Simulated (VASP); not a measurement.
# Zr (P6_3/mmc) in VASP: single point with PBEsol

Aim: the single point of Zr with PBEsol.

Everything below comes from runs of VASP 6.6.1. Logs are shortened: lines on timing, memory, paths and dates and some standing lists are left out, and cuts for length are marked.

## 1. The cell of the first run

The structure is hexagonal, space group P6_3/mmc (No. 194). Conventional cell: a = 3.088 Å, b = 3.088 Å, c = 4.886 Å, α = 90.00°, β = 90.00°, γ = 120.00°. Zr (site symmetry -6m2) has 12 Zr at 3.02 to 3.09 Å within 4.0 Å.

## 2. Single point, PBEsol (Hf replaced by Zr, lengths x 1.000, strained)

File INCAR:

```
  ALGO = Normal
  EDIFF = 1E-6
  ENCUT = 520
  GGA = PS
  ISIF = 2
  ISMEAR = 0
  LASPH = True
  LCHARG = False
  LREAL = False
  LWAVE = False
  NBANDS = 19
  NELM = 60
  PREC = Accurate
  SIGMA = 0.1
```

File KPOINTS:

```
k-points
0
Gamma
  15 15 10
```

File POSCAR:

```
Zr
1.0
    3.0882984772      0.0000000000      0.0000000000
   -1.5441492386      2.6745449358      0.0000000000
    0.0000000000      0.0000000000      4.8862900020
Zr
2
Direct
    0.3333333333      0.6666666667      0.2500000000
    0.6666666667      0.3333333333      0.7500000000
```

Potentials or basis: VASP PAW PBE potentials, release 64 (Zr_sv).

The run is started by

```bash
> cat potpaw_PBE.64/Zr_sv/POTCAR > POTCAR
> mpirun -np 1 vasp_std > vasp.out
```

OUTCAR:

```text
EDIFF = 1E-6
   ENCUT = 520
   GGA = PS
   ISIF = 2
   ISMEAR = 0
   LASPH = True
   LREAL = False
   NELM = 60
   PREC = Accurate

 ion  position               nearest neighbor table
   1  0.333  0.667  0.250-   2 3.02   2 3.02   2 3.02   2 3.02   2 3.02   2 3.02
   2  0.667  0.333  0.750-   1 3.02   1 3.02   1 3.02   1 3.02   1 3.02   1 3.02

  LATTYP: Found a hexagonal cell.
 ALAT       =     3.0882984772
 C/A-ratio  =     1.5821948682

  Lattice vectors:

 A1 = (   3.0882984772,   0.0000000000,   0.0000000000)
 A2 = (  -1.5441492386,   2.6745449358,   0.0000000000)
 A3 = (   0.0000000000,   0.0000000000,   4.8862900020)

Analysis of symmetry for initial positions (statically):
=====================================================================
 Subroutine PRICEL returns:
 Original cell was already a primitive cell.

 Routine SETGRP: Setting up the symmetry group for a
 hexagonal supercell.

 Subroutine GETGRP returns: Found 24 space group operations
 (whereof 12 operations were pure point group operations)
 out of a pool of 24 trial point group operations.

The static configuration has the point symmetry D_3d.
 The point group associated with its full space group is D_6h.

Analysis of symmetry for dynamics (positions and initial velocities):
=====================================================================
 Subroutine PRICEL returns:
 Original cell was already a primitive cell.

 Routine SETGRP: Setting up the symmetry group for a
 hexagonal supercell.

 Subroutine GETGRP returns: Found 24 space group operations
 (whereof 12 operations were pure point group operations)
 out of a pool of 24 trial point group operations.

The dynamic configuration has the point symmetry D_3d.
 The point group associated with its full space group is D_6h.

 Subroutine INISYM returns: Found 24 space group operations
 (whereof 12 operations are pure point group operations),
 and found     1 'primitive' translations

----------------------------------------------------------------------------------------

                                     Primitive cell

  volume of cell :      40.3597

  direct lattice vectors                    reciprocal lattice vectors
     3.088298477  0.000000000  0.000000000     0.323802899  0.186947691  0.000000000
    -1.544149239  2.674544936  0.000000000     0.000000000  0.373895382  0.000000000
     0.000000000  0.000000000  4.886290002     0.000000000  0.000000000  0.204654247

  length of vectors
     3.088298477  3.088298477  4.886290002     0.373895382  0.373895382  0.204654247

  position of ions in fractional coordinates (direct lattice)
     0.333333333  0.666666667  0.250000000
     0.666666667  0.333333333  0.750000000

  ion indices of the primitive-cell ions
   primitive index   ion index
                 1           1
                 2           2

----------------------------------------------------------------------------------------

 KPOINTS: k-points

Automatic generation of k-mesh.
 Grid dimensions read from file:
 generate k-points for:   15   15   10

 Generating k-lattice:

  Cartesian coordinates                     Fractional coordinates (reciprocal lattice)
     0.021586860  0.012463179  0.000000000     0.066666667  0.000000000  0.000000000
     0.000000000  0.024926359  0.000000000     0.000000000  0.066666667  0.000000000
     0.000000000  0.000000000  0.020465425     0.000000000  0.000000000  0.100000000

  Length of vectors
     0.024926359  0.024926359  0.020465425

  Shift w.r.t. Gamma in fractional coordinates (k-lattice)
     0.000000000  0.000000000  0.000000000

 Subroutine IBZKPT returns following result:
 ===========================================

 Found    162 irreducible k-points:

 Following reciprocal coordinates:
            Coordinates               Weight
  0.000000  0.000000  0.000000      1.000000
  0.066667 -0.000000  0.000000      6.000000
  0.133333 -0.000000  0.000000      6.000000
  0.200000 -0.000000  0.000000      6.000000
  0.266667 -0.000000  0.000000      6.000000
  0.333333 -0.000000  0.000000      6.000000
[... 16 lines left out ...]
  0.333333  0.200000  0.000000     12.000000
  0.400000  0.200000  0.000000      6.000000
 [... further k-points ...]
   k-points           NKPTS =    162   k-points in BZ     NKDIM =    162   number of bands    NBANDS=     19
   number of dos      NEDOS =    301   number of ions     NIONS =      2
   total plane-waves  NPLWV =  20736
   dimension x,y,z NGX =    24 NGY =   24 NGZ =   36
   dimension x,y,z NGXF=    48 NGYF=   48 NGZF=   72
   ions per type =               2
   NGX,Y,Z   is equivalent  to a cutoff of  12.92, 12.92, 12.25 a.u.
   NGXF,Y,Z  is equivalent  to a cutoff of  25.84, 25.84, 24.50 a.u.
 SYSTEM =  unknown system
   PREC   = accura    normal or accurate (medium, high low for compatibility)
   ISTART =      0    job   : 0-new  1-cont  2-samecut
   ICHARG =      2    charge: 1-file 2-atom 10-const
   ISPIN  =      1    spin polarized calculation?
   LNONCOLLINEAR =      F non collinear calculations
   LSORBIT =      F    spin-orbit coupling
   LASPH  =      T    aspherical Exc in radial PAW
   ENCUT  =  520.0 eV  38.22 Ry    6.18 a.u.   5.74  5.74  9.09*2*pi/ulx,y,z
   NELM   =     60;   NELMIN=  2; NELMDL= -5     # of ELM steps
   EDIFF  = 0.1E-05   stopping-criterion for ELM
   LREAL  =      F    real-space projection
[... 7 lines left out ...]
   TEBEG  =    0.0;   TEEND  =   0.0 temperature during run
   PSTRESS=    0.0 pullay stress
   NELECT =      24.0000    total number of electrons
   NUPDOWN=      -1.0000    fix difference up-down
   EMIN   =  10.00;   EMAX   =-10.00  energy-range for DOS
   EFERMI =   0.00;   METHOD = LEGACY
   ISMEAR =     0;   SIGMA  =   0.10  broadening in eV -4-tet -1-fermi 0-gaus
   EFERMI_NEDOS =   21; number of points for ismear=-14 and -15
   IALGO  =     38    algorithm
   IMIX   =      4    mixing-type and parameters
     AMIX     =   0.40;   BMIX     =  1.00
     AMIX_MAG =   1.60;   BMIX_MAG =  1.00
  volume/ion in A,a.u.               =      20.18       136.18
  Fermi-wavevector in a.u.,A,eV,Ry     =   1.376668  2.601525 25.785950  1.895214
  Thomas-Fermi vector in A             =   2.501891
   LORBIT       =      0    0 simple, 1 ext, 2 COOP (PROOUT), +10 PAW based schemes
   GGA     = PS    functional components
   LHFCALC =     F    Hartree Fock is set to
   AEXX    =    0.0000 exact exchange contribution
   IVDW    =     0    specifies the selected vdW correction
   LEPSILON=     F    determine dielectric tensor
   LRPA    =     F    only Hartree local field effects (RPA)
 non-spin polarized calculation
 Gauss-broadening in eV      SIGMA  =   0.10
  energy-cutoff  :      520.00
  volume of cell :       40.36
 maximum number of plane-waves:      1098
 NGX is ok and might be reduce to    24
   NGX = 11   NGY = 11   NGZ = 19

 number of electron      24.0000000 magnetization

 Free energy of the ion-electron system (eV)
  ---------------------------------------------------
  ext. energy  EPLUGINS =         0.00000000
  ---------------------------------------------------
  free energy    TOTEN  =       -17.99040505 eV

  energy without entropy =      -17.98101994  energy(sigma->0) =      -17.98571250

 E-fermi :  10.5724     XC(G=0): -11.8737

 val. band max:       10.5644568527   @ k =   0.1333   0.0667   0.0000
 cond. band min:      10.5749427800   @ k =   0.4000   0.1333   0.3000
 fundamental gap:      0.0104859274
 Fermi energy:        10.5724389513

 k-point     1 :       0.0000    0.0000    0.0000
  band No.  band energies     occupation
      1     -37.9653      2.00000
      2     -37.6798      2.00000
      3     -16.8235      2.00000
      4     -15.4721      2.00000
      5     -15.4721      2.00000
      6     -15.2478      2.00000
[... 11 lines left out ...]
     18      12.8780      0.00000
     19      15.6742      0.00000

 k-point     2 :       0.0667   -0.0000    0.0000
  band No.  band energies     occupation
      1     -37.9562      2.00000
      2     -37.6761      2.00000
      3     -16.8023      2.00000
      4     -15.5204      2.00000
      5     -15.4881      2.00000
      6     -15.2979      2.00000
[... 11 lines left out ...]
     18      12.7416      0.00000
     19      15.7867      0.00000

 k-point     3 :       0.1333   -0.0000    0.0000
  band No.  band energies     occupation
      1     -37.9304      2.00000
      2     -37.6661      2.00000
      3     -16.7405      2.00000
      4     -15.6565      2.00000
      5     -15.5319      2.00000
      6     -15.4361      2.00000
[... 11 lines left out ...]
     18      12.7571      0.00000
     19      16.0468      0.00000

 k-point     4 :       0.2000   -0.0000    0.0000
  band No.  band energies     occupation
      1     -37.8910      2.00000
      2     -37.6524      2.00000
      3     -16.6432      2.00000
      4     -15.8558      2.00000
      5     -15.6314      2.00000
      6     -15.5934      2.00000
[... 11 lines left out ...]
     18      13.3676      0.00000
     19      16.3293      0.00000

 k-point     5 :       0.2667   -0.0000    0.0000
  band No.  band energies     occupation
      1     -37.8433      2.00000
      2     -37.6385      2.00000
      3     -16.5190      2.00000
      4     -16.0825      2.00000
      5     -15.8450      2.00000
      6     -15.6609      2.00000
[... 11 lines left out ...]
     18      14.1643      0.00000
     19      16.5617      0.00000
[... 334 lines left out ...]
      2     -37.6267      2.00000
      3     -16.3448      2.00000
      4     -16.1798      2.00000
      5     -16.1404      2.00000
      6     -15.7341      2.00000
[... 11 lines left out ...]
     18      15.9955      0.00000
     19      16.3631      0.00000

 k-point    22 :       0.2667    0.2000    0.0000
  band No.  band energies     occupation
      1     -37.7399      2.00000
      2     -37.6246      2.00000
      3     -16.3214      2.00000
      4     -16.2127      2.00000
      5     -16.1871      2.00000
      6     -15.8431      2.00000
[... 11 lines left out ...]
     18      16.3455      0.00000
     19      17.0524      0.00000

 k-point    23 :       0.3333    0.2000    0.0000
  band No.  band energies     occupation
      1     -37.7059      2.00000
      2     -37.6286      2.00000
      3     -16.4176      2.00000
      4     -16.1889      2.00000
      5     -16.0920      2.00000
      6     -15.9487      2.00000
[... 11 lines left out ...]
     18      16.3305      0.00000
     19      17.8811      0.00000

 k-point    24 :       0.4000    0.2000    0.0000
  band No.  band energies     occupation
      1     -37.6910      2.00000
      2     -37.6329      2.00000
      3     -16.4511      2.00000
      4     -16.1771      2.00000
      5     -16.0330      2.00000
      6     -15.9992      2.00000
[... 11 lines left out ...]
     18      16.3243      0.00000
     19      18.0745      0.00000

 [... further k-points ...]

------------------------ aborting loop because EDIFF is reached ----------------------------------------

  FORCE on cell =-STRESS in cart. coord.  units (eV):
  Direction    XX          YY          ZZ          XY          YZ          ZX
  --------------------------------------------------------------------------------------
  -------------------------------------------------------------------------------------
  Total        2.9477297      2.9477297      3.8269495      0.0000000     -0.0000000      0.0000000
  in kB      117.0172350    117.0172351    151.9199862      0.0000000     -0.0000000      0.0000000
  external PRESSURE =     128.6514854 kB  Pullay stress =       0.0000000 kB

 VOLUME and BASIS-vectors are now :
 -----------------------------------------------------------------------------
  energy-cutoff  :      520.00
  volume of cell :       40.36
      direct lattice vectors                 reciprocal lattice vectors
     3.088298477  0.000000000  0.000000000     0.323802899  0.186947691  0.000000000
    -1.544149239  2.674544936  0.000000000     0.000000000  0.373895382  0.000000000
     0.000000000  0.000000000  4.886290002     0.000000000  0.000000000  0.204654247

 POSITION                                       TOTAL-FORCE (eV/Angst)
 -----------------------------------------------------------------------------------
     -0.00000      1.78303      1.22157        -0.000000      0.000000      0.000000
      1.54415      0.89151      3.66472         0.000000     -0.000000      0.000000
 -----------------------------------------------------------------------------------
    total drift:                               -0.000000      0.000000     -0.000000

  FREE ENERGIE OF THE ION-ELECTRON SYSTEM (eV)
  ---------------------------------------------------
  free  energy   TOTEN  =       -17.9904050469 eV

  energy  without entropy=      -17.9810199447  energy(sigma->0) =      -17.98571250
```

Run time: 93 s. Hardware: 1 thread of Intel Xeon 8259CL, shared host; peak memory 0.22 GiB.

What came out:

```
Free energy            : -17.9904 eV
Pressure               : 12.9 GPa
Band gap on the k mesh : zero (bands 12 and 13 overlap by 1.21 eV)
```

Levels at points of the mesh, in eV from the Fermi level:
| k point | band 10 | band 11 | band 12 | band 13 | band 14 | band 15 |
| --- | --- | --- | --- | --- | --- | --- |
| (0.00, 0.00, 0.00) | -3.49 | 0.81 | 0.81 | 1.09 | 1.67 | 1.67 |
| (0.00, 0.00, 0.50) | -4.00 | 0.05 | 0.05 | 0.69 | 0.69 | 0.69 |

Caveat: the cell differs from its parent crystal (Hf replaced by Zr, lengths x 1.000, strained); the cell stands under pressure; the PAW data sets were made with another functional, which shifts forces and pressure a little.
